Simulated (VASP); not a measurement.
# TaF3 (Pm-3m) in VASP: single point with LDA

Aim: the single point of TaF3 with LDA.

Program: VASP 6.6.1. These are calculated values, not measurements. Logs are shortened: lines on timing, memory, paths and dates and some standing lists are left out, and cuts for length are marked.

## 1. The cell of the first run

The structure is cubic, space group Pm-3m (No. 221). The conventional cell has a = 3.901 Å, b = 3.901 Å, c = 3.901 Å, α = 90.00°, β = 90.00°, γ = 90.00°. Within 2.6 Å of Ta (site symmetry m-3m) lie 6 F at 1.95 Å. F (site symmetry 4/mmm) has 2 Ta at 1.95 Å within 2.6 Å.

## 2. Single point, LDA

INCAR

```
SYSTEM = TaF3
ALGO = Normal ; EDIFF = 1E-7
ENCUT = 520 ; GGA = CA
ISIF = 2 ; ISMEAR = 0
LASPH = .True. ; LCHARG = .False.
LREAL = .False. ; LWAVE = .False.
NBANDS = 24 ; NELM = 60
PREC = Accurate ; SIGMA = 0.1
```

KPOINTS

```
k-points
0
Gamma
  6 6 6
  0 0 0
```

POSCAR

```
TaF3
1.0
    3.9012000000      0.0000000000      0.0000000000
    0.0000000000      3.9012000000      0.0000000000
    0.0000000000      0.0000000000      3.9012000000
Ta F
1 3
Direct
    0.0000000000      0.0000000000      0.0000000000
    0.5000000000      0.0000000000      0.0000000000
    0.0000000000      0.5000000000      0.0000000000
    0.0000000000      0.0000000000      0.5000000000
```

Potentials or basis: VASP PAW LDA potentials, release 64 (Ta_pv, F).

On the command line:

```sh
$ cat potpaw_LDA.64/Ta_pv/POTCAR potpaw_LDA.64/F/POTCAR > POTCAR
$ mpirun -np 1 vasp_std > vasp.out
```

OUTCAR:

```text
SYSTEM = TaF3
   EDIFF = 1E-7
   ENCUT = 520
   GGA = CA
   ISIF = 2
   ISMEAR = 0
   LASPH = .True.
   LREAL = .False.
   NELM = 60
   PREC = Accurate

 ion  position               nearest neighbor table
   1  0.000  0.000  0.000-   2 1.95   3 1.95   4 1.95   4 1.95   3 1.95   2 1.95
   2  0.500  0.000  0.000-   1 1.95   1 1.95
   3  0.000  0.500  0.000-   1 1.95   1 1.95
   4  0.000  0.000  0.500-   1 1.95   1 1.95

  LATTYP: Found a simple cubic cell.
 ALAT       =     3.9012000000

  Lattice vectors:

 A1 = (   3.9012000000,   0.0000000000,   0.0000000000)
 A2 = (   0.0000000000,   3.9012000000,   0.0000000000)
 A3 = (   0.0000000000,   0.0000000000,   3.9012000000)

Analysis of symmetry for initial positions (statically):
=====================================================================
 Subroutine PRICEL returns:
 Original cell was already a primitive cell.

 Routine SETGRP: Setting up the symmetry group for a
 simple cubic supercell.

 Subroutine GETGRP returns: Found 48 space group operations
 (whereof 48 operations were pure point group operations)
 out of a pool of 48 trial point group operations.

The static configuration has the point symmetry O_h .

Analysis of symmetry for dynamics (positions and initial velocities):
=====================================================================
 Subroutine PRICEL returns:
 Original cell was already a primitive cell.

 Routine SETGRP: Setting up the symmetry group for a
 simple cubic supercell.

 Subroutine GETGRP returns: Found 48 space group operations
 (whereof 48 operations were pure point group operations)
 out of a pool of 48 trial point group operations.

The dynamic configuration has the point symmetry O_h .

 Subroutine INISYM returns: Found 48 space group operations
 (whereof 48 operations are pure point group operations),
 and found     1 'primitive' translations

----------------------------------------------------------------------------------------

                                     Primitive cell

  volume of cell :      59.3738

  direct lattice vectors                    reciprocal lattice vectors
     3.901200000  0.000000000  0.000000000     0.256331385  0.000000000  0.000000000
     0.000000000  3.901200000  0.000000000     0.000000000  0.256331385  0.000000000
     0.000000000  0.000000000  3.901200000     0.000000000  0.000000000  0.256331385

  length of vectors
     3.901200000  3.901200000  3.901200000     0.256331385  0.256331385  0.256331385

  position of ions in fractional coordinates (direct lattice)
     0.000000000  0.000000000  0.000000000
     0.500000000  0.000000000  0.000000000
     0.000000000  0.500000000  0.000000000
     0.000000000  0.000000000  0.500000000

  ion indices of the primitive-cell ions
   primitive index   ion index
                 1           1
                 2           2
                 3           3
                 4           4

----------------------------------------------------------------------------------------

 KPOINTS: k-points

Automatic generation of k-mesh.
 Grid dimensions read from file:
 generate k-points for:    6    6    6

 Generating k-lattice:

  Cartesian coordinates                     Fractional coordinates (reciprocal lattice)
     0.042721898  0.000000000  0.000000000     0.166666667  0.000000000  0.000000000
     0.000000000  0.042721898  0.000000000     0.000000000  0.166666667  0.000000000
     0.000000000  0.000000000  0.042721898     0.000000000  0.000000000  0.166666667

  Length of vectors
     0.042721898  0.042721898  0.042721898

  Shift w.r.t. Gamma in fractional coordinates (k-lattice)
     0.000000000  0.000000000  0.000000000

 Subroutine IBZKPT returns following result:
 ===========================================

 Found     20 irreducible k-points:

 Following reciprocal coordinates:
            Coordinates               Weight
  0.000000  0.000000  0.000000      1.000000
  0.166667  0.000000  0.000000      6.000000
  0.333333  0.000000  0.000000      6.000000
  0.500000  0.000000  0.000000      3.000000
  0.166667  0.166667  0.000000     12.000000
  0.333333  0.166667  0.000000     24.000000
[... 12 lines left out ...]
  0.500000  0.500000  0.333333      6.000000
  0.500000  0.500000  0.500000      1.000000
   k-points           NKPTS =     20   k-points in BZ     NKDIM =     20   number of bands    NBANDS=     24
   number of dos      NEDOS =    301   number of ions     NIONS =      4
   total plane-waves  NPLWV =  27000
   dimension x,y,z NGX =    30 NGY =   30 NGZ =   30
   dimension x,y,z NGXF=    60 NGYF=   60 NGZF=   60
   ions per type =               1   3
   NGX,Y,Z   is equivalent  to a cutoff of  12.78, 12.78, 12.78 a.u.
   NGXF,Y,Z  is equivalent  to a cutoff of  25.57, 25.57, 25.57 a.u.
 SYSTEM =  TaF3
   PREC   = accura    normal or accurate (medium, high low for compatibility)
   ISTART =      0    job   : 0-new  1-cont  2-samecut
   ICHARG =      2    charge: 1-file 2-atom 10-const
   ISPIN  =      1    spin polarized calculation?
   LNONCOLLINEAR =      F non collinear calculations
   LSORBIT =      F    spin-orbit coupling
   LASPH  =      T    aspherical Exc in radial PAW
   ENCUT  =  520.0 eV  38.22 Ry    6.18 a.u.   7.25  7.25  7.25*2*pi/ulx,y,z
   NELM   =     60;   NELMIN=  2; NELMDL= -5     # of ELM steps
   EDIFF  = 0.1E-06   stopping-criterion for ELM
   LREAL  =      F    real-space projection
   EDIFFG = 0.1E-05   stopping-criterion for IOM
   NSW    =      0    number of steps for IOM
   IBRION =     -1    ionic relax: 0-MD 1-quasi-New 2-CG
   NFREE  =      0    steps in history (QN), initial steepest desc. (CG)
   ISIF   =      2    stress and relaxation
   ISYM   =      2    0-nonsym 1-usesym 2-fastsym
   POTIM  = 0.5000    time-step for ionic-motion
   TEBEG  =    0.0;   TEEND  =   0.0 temperature during run
   PSTRESS=    0.0 pullay stress
   NELECT =      32.0000    total number of electrons
   NUPDOWN=      -1.0000    fix difference up-down
   EMIN   =  10.00;   EMAX   =-10.00  energy-range for DOS
   EFERMI =   0.00;   METHOD = LEGACY
   ISMEAR =     0;   SIGMA  =   0.10  broadening in eV -4-tet -1-fermi 0-gaus
   EFERMI_NEDOS =   21; number of points for ismear=-14 and -15
   IALGO  =     38    algorithm
   IMIX   =      4    mixing-type and parameters
     AMIX     =   0.40;   BMIX     =  1.00
     AMIX_MAG =   1.60;   BMIX_MAG =  1.00
  volume/ion in A,a.u.               =      14.84       100.17
  Fermi-wavevector in a.u.,A,eV,Ry     =   1.332273  2.517631 24.149685  1.774952
  Thomas-Fermi vector in A             =   2.461221
   LORBIT       =      0    0 simple, 1 ext, 2 COOP (PROOUT), +10 PAW based schemes
   GGA     = CA    functional components
   LHFCALC =     F    Hartree Fock is set to
   AEXX    =    0.0000 exact exchange contribution
   IVDW    =     0    specifies the selected vdW correction
   LEPSILON=     F    determine dielectric tensor
   LRPA    =     F    only Hartree local field effects (RPA)
 non-spin polarized calculation
 Gauss-broadening in eV      SIGMA  =   0.10
  energy-cutoff  :      520.00
  volume of cell :       59.37
 maximum number of plane-waves:      1628
 NGX is ok and might be reduce to    30
   NGX = 15   NGY = 15   NGZ = 15

 number of electron      32.0000001 magnetization

 Free energy of the ion-electron system (eV)
  ---------------------------------------------------
  ext. energy  EPLUGINS =         0.00000000
  ---------------------------------------------------
  free energy    TOTEN  =       -29.15836515 eV

  energy without entropy =      -29.14236911  energy(sigma->0) =      -29.15036713

 E-fermi :   4.5454     XC(G=0):  -9.6982

 val. band max:        4.5199475813   @ k =   0.3333   0.3333   0.0000
 cond. band min:       4.5595659233   @ k =   0.3333   0.3333   0.0000
 fundamental gap:      0.0396183421
 Fermi energy:         4.5453853791

 k-point     1 :       0.0000    0.0000    0.0000
  band No.  band energies     occupation
      1     -32.3437      2.00000
      2     -32.3437      2.00000
      3     -32.3437      2.00000
      4     -24.0668      2.00000
      5     -23.7195      2.00000
      6     -23.7195      2.00000
[... 16 lines left out ...]
     23      12.8490      0.00000
     24      13.3357      0.00000

 k-point     2 :       0.1667    0.0000    0.0000
  band No.  band energies     occupation
      1     -32.4410      2.00000
      2     -32.3422      2.00000
      3     -32.3422      2.00000
      4     -23.9928      2.00000
      5     -23.7186      2.00000
      6     -23.4871      2.00000
[... 16 lines left out ...]
     23      13.0795      0.00000
     24      13.3902      0.00000

 k-point     3 :       0.3333    0.0000    0.0000
  band No.  band energies     occupation
      1     -32.6234      2.00000
      2     -32.3391      2.00000
      3     -32.3391      2.00000
      4     -23.9509      2.00000
      5     -23.7146      2.00000
      6     -22.8926      2.00000
[... 16 lines left out ...]
     23      13.5975      0.00000
     24      14.1402      0.00000

 k-point     4 :       0.5000    0.0000    0.0000
  band No.  band energies     occupation
      1     -32.7094      2.00000
      2     -32.3376      2.00000
      3     -32.3376      2.00000
      4     -23.9424      2.00000
      5     -23.7128      2.00000
      6     -22.5675      2.00000
[... 16 lines left out ...]
     23      13.8932      0.00000
     24      14.7724      0.00000

 k-point     5 :       0.1667    0.1667    0.0000
  band No.  band energies     occupation
      1     -32.4401      2.00000
      2     -32.4386      2.00000
      3     -32.3407      2.00000
      4     -23.9028      2.00000
      5     -23.5467      2.00000
      6     -23.4410      2.00000
[... 16 lines left out ...]
     23      11.4844      0.00000
     24      13.4417      0.00000

 k-point     6 :       0.3333    0.1667    0.0000
  band No.  band energies     occupation
      1     -32.6217      2.00000
      2     -32.4362      2.00000
      3     -32.3376      2.00000
      4     -23.8632      2.00000
      5     -23.4969      2.00000
      6     -22.8904      2.00000
[... 16 lines left out ...]
     23      12.1585      0.00000
     24      13.9399      0.00000
[... 271 lines left out ...]
 k-point    17 :       0.3333    0.3333    0.3333
  band No.  band energies     occupation
      1     -32.6145      2.00000
      2     -32.6125      2.00000
      3     -32.6125      2.00000
      4     -22.9510      2.00000
      5     -22.8570      2.00000
      6     -22.8570      2.00000
[... 16 lines left out ...]
     23      11.4911      0.00000
     24      11.4911      0.00000

 k-point    18 :       0.5000    0.3333    0.3333
  band No.  band energies     occupation
      1     -32.6988      2.00000
      2     -32.6121      2.00000
      3     -32.6108      2.00000
      4     -22.9181      2.00000
      5     -22.8554      2.00000
      6     -22.5566      2.00000
[... 16 lines left out ...]
     23      11.6411      0.00000
     24      12.6592      0.00000

 k-point    19 :       0.5000    0.5000    0.3333
  band No.  band energies     occupation
      1     -32.6971      2.00000
      2     -32.6971      2.00000
      3     -32.6098      2.00000
      4     -22.8850      2.00000
      5     -22.5549      2.00000
      6     -22.5549      2.00000
[... 16 lines left out ...]
     23      11.9662      0.00000
     24      12.2682      0.00000

 k-point    20 :       0.5000    0.5000    0.5000
  band No.  band energies     occupation
      1     -32.6953      2.00000
      2     -32.6953      2.00000
      3     -32.6953      2.00000
      4     -22.5528      2.00000
      5     -22.5528      2.00000
      6     -22.5528      2.00000
[... 16 lines left out ...]
     23      12.0808      0.00000
     24      12.0808      0.00000

------------------------ aborting loop because EDIFF is reached ----------------------------------------

  FORCE on cell =-STRESS in cart. coord.  units (eV):
  Direction    XX          YY          ZZ          XY          YZ          ZX
  --------------------------------------------------------------------------------------
  -------------------------------------------------------------------------------------
  Total        6.1011709      6.1011709      6.1011709     -0.0000000     -0.0000000      0.0000000
  in kB      164.6376364    164.6376364    164.6376364     -0.0000000     -0.0000000      0.0000000
  external PRESSURE =     164.6376364 kB  Pullay stress =       0.0000000 kB

 VOLUME and BASIS-vectors are now :
 -----------------------------------------------------------------------------
  energy-cutoff  :      520.00
  volume of cell :       59.37
      direct lattice vectors                 reciprocal lattice vectors
     3.901200000  0.000000000  0.000000000     0.256331385  0.000000000  0.000000000
     0.000000000  3.901200000  0.000000000     0.000000000  0.256331385  0.000000000
     0.000000000  0.000000000  3.901200000     0.000000000  0.000000000  0.256331385

 POSITION                                       TOTAL-FORCE (eV/Angst)
 -----------------------------------------------------------------------------------
      0.00000      0.00000      0.00000         0.000000      0.000000      0.000000
      1.95060      0.00000      0.00000         0.000000      0.000000      0.000000
      0.00000      1.95060      0.00000         0.000000      0.000000      0.000000
      0.00000      0.00000      1.95060         0.000000      0.000000      0.000000
 -----------------------------------------------------------------------------------
    total drift:                                0.000000      0.000000      0.000000

  FREE ENERGIE OF THE ION-ELECTRON SYSTEM (eV)
  ---------------------------------------------------
  free  energy   TOTEN  =       -29.1583651454 eV

  energy  without entropy=      -29.1423691096  energy(sigma->0) =      -29.15036713
```

It took 36 s on 1 thread of Intel Xeon 6975P-C, shared host; peak memory 0.16 GiB.

Results:

```yaml
Free_energy: -29.1584 eV
Pressure: 16.5 GPa
Band_gap_on_the_k_mesh: zero (band 16 reaches 6.32 eV, above the bottom of band 17 at 3.23 eV)
```

Caveat: spin-orbit coupling is left out, which moves the levels of the heavy elements.
